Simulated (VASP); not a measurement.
Input of a VASP 6.6.1 run:

INCAR

```
SYSTEM = Ti3O4
PREC     = Accurate       ! precision mode
ENCUT    = 520            ! plane-wave cutoff, eV
EDIFF    = 1E-7           ! SCF threshold, eV
ISMEAR   = 0              ! smearing method
SIGMA    = 0.15           ! smearing width, eV
LREAL    = .False.        ! projectors in reciprocal space
LASPH    = .True.         ! aspherical terms in the spheres
NELM     = 80             ! most SCF steps
ALGO     = Normal         ! electronic algorithm
ISIF     = 2              ! what is computed and relaxed
LWAVE    = .False.        ! write WAVECAR
LCHARG   = .False.        ! write CHGCAR
GGA      = PS             ! functional
NBANDS   = 39             ! bands
```

The input KPOINTS:

```
Automatic mesh
0
Gamma
  8 8 14
  0 0 0
```

The input POSCAR:

```
Ti3O4
1.0
    2.9128162286     -4.0303540220      0.0000000000
    2.9128162286      4.0303540220      0.0000000000
    0.0000000000      0.0000000000      2.9690273773
Ti O
3 4
Direct
    0.0000000000      0.0000000000      0.5000000000
    0.5000000000      0.0000000000      0.0000000000
    0.0000000000      0.5000000000      0.0000000000
    0.7627833111      0.7627833111      0.0294709307
    0.2588765548      0.7411234452      0.5294709307
    0.2372166889      0.2372166889      0.0294709307
    0.7411234452      0.2588765548      0.5294709307
```

Potentials or basis: VASP PAW PBE potentials, release 64 (Ti_sv, O).

The run is started by

```sh
$ cat potpaw_PBE.64/Ti_sv/POTCAR potpaw_PBE.64/O/POTCAR > POTCAR
$ mpirun -np 1 vasp_std > vasp.out
```

Estimate the band gap on the k mesh.

zero (bands 30 and 31 overlap by 1.07 eV).

Estimate the largest force.

1.126 eV/Å.

Predict the pressure.

2.0 GPa.

Stress tensor (GPa, compression positive):
```
2.48 0.00 0.00
0.00 0.87 0.00
0.00 0.00 2.54
```

Caveat: the cell differs from its parent crystal (all O atoms moved +0.087 Å, as atom 4 along Cartesian [0 0 1]); the PAW data sets were made with another functional, which shifts forces and pressure a little; semilocal functionals often make such compounds metallic where correlation or magnetic order opens a gap, which also shifts bond lengths.
